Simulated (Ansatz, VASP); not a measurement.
Two plane-wave programs on LuTlAu4

```
CELL_PARAMETERS angstrom
3.95880 0.00000 0.00000
0.00000 3.95880 0.00000
0.00000 0.00000 8.42002
ATOMIC_POSITIONS crystal
Lu 0.50000 0.50000 0.50000
Tl 0.00000 0.00000 0.00000
Au 0.00000 0.00000 0.70739
Au 0.00000 0.00000 0.29261
Au 0.00000 0.00000 0.50000
Au 0.50000 0.50000 0.00000
```

Alike in both runs: task single point; functional PBE; k mesh 4 × 4 × 2; occupations gaussian, width 0.1 eV; no spin polarisation.

```csv
,VASP,Ansatz
version,VASP 6.6.1,Ansatz 0.2.0
potentials or method,"VASP PAW PBE potentials, release 64 (Lu, Tl_d, Au), cutoff 520 eV","scalar-relativistic, plane waves, PAW"
valence electrons in the cell,82,114
```

|  | VASP | Ansatz | Ansatz less VASP |
| --- | --- | --- | --- |
| gap on the k mesh at the Fermi level (eV) | none | none | - |
| rms of the force components (eV/Å) | 16.253 | 21.577 | +5.3243 |

Atom by atom the forces differ by 5.324 eV/Å (rms over components). A gap of «none» marks a metal or a gap that the smearing closes. With one functional, cell and mesh, what is left measures potentials, basis and numerics. VASP's potentials hold 82 valence electrons a cell and Ansatz's 114, so a difference there can come from the potentials and not from the codes.

The k mesh is coarse, so the values compare programs but aren't converged. Spin-orbit coupling is off throughout.
